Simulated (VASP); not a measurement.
# HgTe (zincblende type) (F-43m) in VASP: further runs

The runs below take HgTe (zincblende type) through single point, with LDA.

All numbers are computed with VASP 6.6.1; they aren't measurements. Logs are shortened: lines on timing, memory, paths and dates and some standing lists are left out, and cuts for length are marked.

**1. The cell of the first run**

Symmetry: F-43m, No. 216, cubic system. Conventional cell: a = 5.767 Å, b = 5.767 Å, c = 5.767 Å, α = 90.00°, β = 90.00°, γ = 90.00°. Within 3.3 Å of Hg (site symmetry -43m) lie 4 Te at 2.50 Å. Within 3.3 Å of Te (site symmetry -43m) lie 4 Hg at 2.50 Å.

**2. Single point, LDA (volume scaled by 0.72)**

Contents of INCAR:

```
SYSTEM = HgTe
PREC     = Accurate       ! precision mode
ENCUT    = 520            ! plane-wave cutoff, eV
EDIFF    = 1E-6           ! SCF threshold, eV
ISMEAR   = -1             ! smearing method
SIGMA    = 0.05           ! smearing width, eV
LREAL    = .False.        ! projectors in reciprocal space
LASPH    = .True.         ! aspherical terms in the spheres
NELM     = 100            ! most SCF steps
ALGO     = Normal         ! electronic algorithm
ISIF     = 2              ! what is computed and relaxed
LWAVE    = .False.        ! write WAVECAR
LCHARG   = .True.         ! write CHGCAR
GGA      = CA             ! functional
LELF     = .True.         ! ELF
LVHAR    = .True.       
NBANDS   = 16             ! bands
```

Contents of KPOINTS:

```
regular mesh
0
Gamma
  11 11 11
  0 0 0
```

Contents of POSCAR:

```
HgTe
1.0
    0.0000000000      2.8832843350      2.8832843350
    2.8832843350      0.0000000000      2.8832843350
    2.8832843350      2.8832843350      0.0000000000
Hg Te
1 1
Direct
    0.0000000000      0.0000000000      0.0000000000
    0.2500000000      0.2500000000      0.2500000000
```

Potentials or basis: VASP PAW LDA potentials, release 64 (Hg, Te).

Run with:

```
> cat potpaw_LDA.64/Hg/POTCAR potpaw_LDA.64/Te/POTCAR > POTCAR
> mpirun -np 1 vasp_std > vasp.out
```

OUTCAR:

```text
SYSTEM = HgTe
   PREC = Accurate
   ENCUT = 520
   EDIFF = 1E-6
   ISMEAR = -1
   LREAL = .False.
   LASPH = .True.
   NELM = 100
   ISIF = 2
   GGA = CA

 ion  position               nearest neighbor table
   1  0.000  0.000  0.000-   2 2.50   2 2.50   2 2.50   2 2.50
   2  0.250  0.250  0.250-   1 2.50   1 2.50   1 2.50   1 2.50

  LATTYP: Found a face centered cubic cell.
 ALAT       =     5.7665686700

  Lattice vectors:

 A1 = (   0.0000000000,   2.8832843350,   2.8832843350)
 A2 = (   2.8832843350,   0.0000000000,   2.8832843350)
 A3 = (   2.8832843350,   2.8832843350,   0.0000000000)

Analysis of symmetry for initial positions (statically):
=====================================================================
 Subroutine PRICEL returns:
 Original cell was already a primitive cell.

 Routine SETGRP: Setting up the symmetry group for a
 face centered cubic supercell.

 Subroutine GETGRP returns: Found 24 space group operations
 (whereof 24 operations were pure point group operations)
 out of a pool of 48 trial point group operations.

The static configuration has the point symmetry T_d .

Analysis of symmetry for dynamics (positions and initial velocities):
=====================================================================
 Subroutine PRICEL returns:
 Original cell was already a primitive cell.

 Routine SETGRP: Setting up the symmetry group for a
 face centered cubic supercell.

 Subroutine GETGRP returns: Found 24 space group operations
 (whereof 24 operations were pure point group operations)
 out of a pool of 48 trial point group operations.

The dynamic configuration has the point symmetry T_d .

 Subroutine INISYM returns: Found 24 space group operations
 (whereof 24 operations are pure point group operations),
 and found     1 'primitive' translations

----------------------------------------------------------------------------------------

                                     Primitive cell

  volume of cell :      47.9394

  direct lattice vectors                    reciprocal lattice vectors
     0.000000000  2.883284335  2.883284335    -0.173413352  0.173413352  0.173413352
     2.883284335  0.000000000  2.883284335     0.173413352 -0.173413352  0.173413352
     2.883284335  2.883284335  0.000000000     0.173413352  0.173413352 -0.173413352

  length of vectors
     4.077579811  4.077579811  4.077579811     0.300360736  0.300360736  0.300360736

  position of ions in fractional coordinates (direct lattice)
     0.000000000  0.000000000  0.000000000
     0.250000000  0.250000000  0.250000000

  ion indices of the primitive-cell ions
   primitive index   ion index
                 1           1
                 2           2

----------------------------------------------------------------------------------------

 KPOINTS: regular mesh

Automatic generation of k-mesh.
 Grid dimensions read from file:
 generate k-points for:   11   11   11

 Generating k-lattice:

  Cartesian coordinates                     Fractional coordinates (reciprocal lattice)
    -0.015764850  0.015764850  0.015764850     0.090909091  0.000000000  0.000000000
     0.015764850 -0.015764850  0.015764850     0.000000000  0.090909091  0.000000000
     0.015764850  0.015764850 -0.015764850     0.000000000  0.000000000  0.090909091

  Length of vectors
     0.027305521  0.027305521  0.027305521

  Shift w.r.t. Gamma in fractional coordinates (k-lattice)
     0.000000000  0.000000000  0.000000000

 Subroutine IBZKPT returns following result:
 ===========================================

 Found     56 irreducible k-points:

 Following reciprocal coordinates:
            Coordinates               Weight
  0.000000  0.000000  0.000000      1.000000
  0.090909  0.000000  0.000000      8.000000
  0.181818  0.000000  0.000000      8.000000
  0.272727  0.000000  0.000000      8.000000
  0.363636  0.000000  0.000000      8.000000
  0.454545  0.000000  0.000000      8.000000
[... 16 lines left out ...]
 -0.272727  0.181818  0.000000     24.000000
 -0.181818  0.181818  0.000000     12.000000
 [... further k-points ...]
   k-points           NKPTS =     56   k-points in BZ     NKDIM =     56   number of bands    NBANDS=     16
   number of dos      NEDOS =    301   number of ions     NIONS =      2
   total plane-waves  NPLWV =  27000
   dimension x,y,z NGX =    30 NGY =   30 NGZ =   30
   dimension x,y,z NGXF=    60 NGYF=   60 NGZF=   60
   ions per type =               1   1
   NGX,Y,Z   is equivalent  to a cutoff of  12.23, 12.23, 12.23 a.u.
   NGXF,Y,Z  is equivalent  to a cutoff of  24.46, 24.46, 24.46 a.u.
 SYSTEM =  HgTe
   PREC   = accura    normal or accurate (medium, high low for compatibility)
   ISTART =      0    job   : 0-new  1-cont  2-samecut
   ICHARG =      2    charge: 1-file 2-atom 10-const
   ISPIN  =      1    spin polarized calculation?
   LNONCOLLINEAR =      F non collinear calculations
   LSORBIT =      F    spin-orbit coupling
   LASPH  =      T    aspherical Exc in radial PAW
   ENCUT  =  520.0 eV  38.22 Ry    6.18 a.u.   7.58  7.58  7.58*2*pi/ulx,y,z
   NELM   =    100;   NELMIN=  2; NELMDL= -5     # of ELM steps
   EDIFF  = 0.1E-05   stopping-criterion for ELM
   LREAL  =      F    real-space projection
   EDIFFG = 0.1E-04   stopping-criterion for IOM
   NSW    =      0    number of steps for IOM
   IBRION =     -1    ionic relax: 0-MD 1-quasi-New 2-CG
   NFREE  =      0    steps in history (QN), initial steepest desc. (CG)
   ISIF   =      2    stress and relaxation
   ISYM   =      2    0-nonsym 1-usesym 2-fastsym
   POTIM  = 0.5000    time-step for ionic-motion
   TEBEG  =    0.0;   TEEND  =   0.0 temperature during run
   PSTRESS=    0.0 pullay stress
   NELECT =      18.0000    total number of electrons
   NUPDOWN=      -1.0000    fix difference up-down
   EMIN   =  10.00;   EMAX   =-10.00  energy-range for DOS
   EFERMI =   0.00;   METHOD = LEGACY
   ISMEAR =    -1;   SIGMA  =   0.05  broadening in eV -4-tet -1-fermi 0-gaus
   EFERMI_NEDOS =   21; number of points for ismear=-14 and -15
   IALGO  =     38    algorithm
   IMIX   =      4    mixing-type and parameters
     AMIX     =   0.40;   BMIX     =  1.00
     AMIX_MAG =   1.60;   BMIX_MAG =  1.00
  volume/ion in A,a.u.               =      23.97       161.76
  Fermi-wavevector in a.u.,A,eV,Ry     =   1.181050  2.231860 18.978475  1.394879
  Thomas-Fermi vector in A             =   2.317331
   LORBIT       =      0    0 simple, 1 ext, 2 COOP (PROOUT), +10 PAW based schemes
   GGA     = CA    functional components
   LHFCALC =     F    Hartree Fock is set to
   AEXX    =    0.0000 exact exchange contribution
   IVDW    =     0    specifies the selected vdW correction
   LEPSILON=     F    determine dielectric tensor
   LRPA    =     F    only Hartree local field effects (RPA)
 non-spin polarized calculation
  energy-cutoff  :      520.00
  volume of cell :       47.94
 maximum number of plane-waves:      1313
   NGX = 15   NGY = 15   NGZ = 15

 number of electron      17.9999999 magnetization

 Free energy of the ion-electron system (eV)
  ---------------------------------------------------
  ext. energy  EPLUGINS =         0.00000000
  ---------------------------------------------------
  free energy    TOTEN  =        -3.45517860 eV

  energy without entropy =       -3.45498472  energy(sigma->0) =       -3.45508166

 E-fermi :   7.5716     XC(G=0): -10.6801

 val. band max:        7.5437326554   @ k =   0.0000   0.0000   0.0000
 cond. band min:       8.0733397224   @ k =   0.4545   0.0000   0.0000
 fundamental gap:      0.5296070670
 Fermi energy:         7.5716099387

 k-point     1 :       0.0000    0.0000    0.0000
  band No.  band energies     occupation
      1      -7.8285      2.00000
      2      -2.6522      2.00000
      3      -2.6522      2.00000
      4      -2.6522      2.00000
      5      -1.6093      2.00000
      6      -1.6093      2.00000
[... 8 lines left out ...]
     15      16.6186      0.00000
     16      16.6186      0.00000

 k-point     2 :       0.0909    0.0000    0.0000
  band No.  band energies     occupation
      1      -7.7525      2.00000
      2      -2.6489      2.00000
      3      -2.6292      2.00000
      4      -2.6292      2.00000
      5      -1.6143      2.00000
      6      -1.6143      2.00000
[... 8 lines left out ...]
     15      16.0534      0.00000
     16      16.0534      0.00000

 k-point     3 :       0.1818    0.0000    0.0000
  band No.  band energies     occupation
      1      -7.5406      2.00000
      2      -2.6126      2.00000
      3      -2.5699      2.00000
      4      -2.5699      2.00000
      5      -1.6224      2.00000
      6      -1.6224      2.00000
[... 8 lines left out ...]
     15      15.6228      0.00000
     16      15.6228      0.00000

 k-point     4 :       0.2727    0.0000    0.0000
  band No.  band energies     occupation
      1      -7.2446      2.00000
      2      -2.5004      2.00000
      3      -2.5004      2.00000
      4      -2.4704      2.00000
      5      -1.6181      2.00000
      6      -1.6181      2.00000
[... 8 lines left out ...]
     15      15.7774      0.00000
     16      15.7774      0.00000

 k-point     5 :       0.3636    0.0000    0.0000
  band No.  band energies     occupation
      1      -6.9540      2.00000
      2      -2.4482      2.00000
      3      -2.4482      2.00000
      4      -2.1190      2.00000
      5      -1.5950      2.00000
      6      -1.5950      2.00000
[... 8 lines left out ...]
     15      16.5113      0.00000
     16      16.5113      0.00000

 k-point     6 :       0.4545    0.0000    0.0000
  band No.  band energies     occupation
      1      -6.7734      2.00000
      2      -2.4238      2.00000
      3      -2.4238      2.00000
      4      -1.5708      2.00000
      5      -1.5708      2.00000
      6      -1.4707      2.00000
[... 8 lines left out ...]
     15      17.4143      0.00000
     16      17.4143      0.00000

 k-point     7 :       0.0909    0.0909    0.0000
  band No.  band energies     occupation
      1      -7.7270      2.00000
      2      -2.6717      2.00000
      3      -2.6093      2.00000
      4      -2.6093      2.00000
      5      -1.6324      2.00000
      6      -1.6001      2.00000
[... 8 lines left out ...]
     15      15.1882      0.00000
     16      16.9347      0.00000

 k-point     8 :       0.1818    0.0909    0.0000
  band No.  band energies     occupation
      1      -7.5597      2.00000
      2      -2.6686      2.00000
      3      -2.5515      2.00000
      4      -2.5499      2.00000
      5      -1.6529      2.00000
      6      -1.5941      2.00000
[... 8 lines left out ...]
     15      15.5041      0.00000
     16      16.5370      0.00000

 k-point     9 :       0.2727    0.0909    0.0000
  band No.  band energies     occupation
      1      -7.2899      2.00000
      2      -2.5988      2.00000
      3      -2.4760      2.00000
      4      -2.4598      2.00000
      5      -1.6570      2.00000
      6      -1.5866      2.00000
[... 8 lines left out ...]
     15      15.5620      0.00000
     16      16.4684      0.00000
[... 172 lines left out ...]
 k-point    19 :       0.3636    0.1818    0.0000
  band No.  band energies     occupation
      1      -6.9425      2.00000
      2      -2.5801      2.00000
      3      -2.3295      2.00000
      4      -2.2693      2.00000
      5      -1.6286      2.00000
      6      -1.5490      2.00000
[... 8 lines left out ...]
     15      16.8986      0.00000
     16      17.5463      0.00000

 k-point    20 :       0.4545    0.1818    0.0000
  band No.  band energies     occupation
      1      -6.7125      2.00000
      2      -2.4651      2.00000
      3      -2.2931      2.00000
      4      -2.0304      2.00000
      5      -1.5485      2.00000
      6      -1.4430      2.00000
[... 8 lines left out ...]
     15      17.6478      0.00000
     16      18.0532      0.00000

 k-point    21 :      -0.4545    0.1818    0.0000
  band No.  band energies     occupation
      1      -6.6093      2.00000
      2      -2.4197      2.00000
      3      -2.2932      2.00000
      4      -1.7768      2.00000
      5      -1.5766      2.00000
      6      -1.1067      2.00000
[... 8 lines left out ...]
     15      17.2593      0.00000
     16      17.3864      0.00000

 k-point    22 :      -0.3636    0.1818    0.0000
  band No.  band energies     occupation
      1      -6.6704      2.00000
      2      -2.4071      2.00000
      3      -2.3254      2.00000
      4      -1.8119      2.00000
      5      -1.6272      2.00000
      6      -1.4206      2.00000
[... 8 lines left out ...]
     15      16.1882      0.00000
     16      17.3689      0.00000

 k-point    23 :      -0.2727    0.1818    0.0000
  band No.  band energies     occupation
      1      -6.8730      2.00000
      2      -2.4215      2.00000
      3      -2.3883      2.00000
      4      -2.1991      2.00000
      5      -1.6682      2.00000
      6      -1.5170      2.00000
[... 8 lines left out ...]
     15      16.6556      0.00000
     16      18.2177      0.00000

 k-point    24 :      -0.1818    0.1818    0.0000
  band No.  band energies     occupation
      1      -7.1431      2.00000
      2      -2.5099      2.00000
      3      -2.4691      2.00000
      4      -2.4076      2.00000
      5      -1.6758      2.00000
      6      -1.5577      2.00000
[... 8 lines left out ...]
     15      16.7847      0.00000
     16      17.1173      0.00000

 [... further k-points ...]
[... 5 lines left out ...]
  --------------------------------------------------------------------------------------
  -------------------------------------------------------------------------------------
  Total       11.1180286     11.1180286     11.1180286      0.0000000      0.0000000     -0.0000000
  in kB      371.5745480    371.5745480    371.5745480      0.0000000      0.0000000     -0.0000000
  external PRESSURE =     371.5745480 kB  Pullay stress =       0.0000000 kB

 VOLUME and BASIS-vectors are now :
 -----------------------------------------------------------------------------
  energy-cutoff  :      520.00
  volume of cell :       47.94
      direct lattice vectors                 reciprocal lattice vectors
     0.000000000  2.883284335  2.883284335    -0.173413352  0.173413352  0.173413352
     2.883284335  0.000000000  2.883284335     0.173413352 -0.173413352  0.173413352
     2.883284335  2.883284335  0.000000000     0.173413352  0.173413352 -0.173413352

 POSITION                                       TOTAL-FORCE (eV/Angst)
 -----------------------------------------------------------------------------------
      0.00000      0.00000      0.00000        -0.000000     -0.000000      0.000000
      1.44164      1.44164      1.44164         0.000000      0.000000     -0.000000
 -----------------------------------------------------------------------------------
    total drift:                                0.000000      0.000000      0.000000

  FREE ENERGIE OF THE ION-ELECTRON SYSTEM (eV)
  ---------------------------------------------------
  free  energy   TOTEN  =        -3.4551786045 eV

  energy  without entropy=       -3.4549847199  energy(sigma->0) =       -3.45508166
```

It took 34 s on 1 thread of Intel Xeon Platinum 8259CL at 2.50GHz (Skylake/Cascade Lake), shared host; peak memory 0.18 GiB.

Results:

```
Free energy : -3.4552 eV
Pressure    : 37.2 GPa
```

Levels at points of the mesh, in eV from the Fermi level:
| k point | band 7 | band 8 | band 9 | band 10 | band 11 | band 12 |
| --- | --- | --- | --- | --- | --- | --- |
| (0.00, 0.00, 0.00) | -0.07 | -0.07 | -0.07 | -0.03 | 3.20 | 3.20 |

Caveat: spin-orbit coupling is left out, which moves the levels of the heavy elements.

(Part 1 of 2 ends here.)
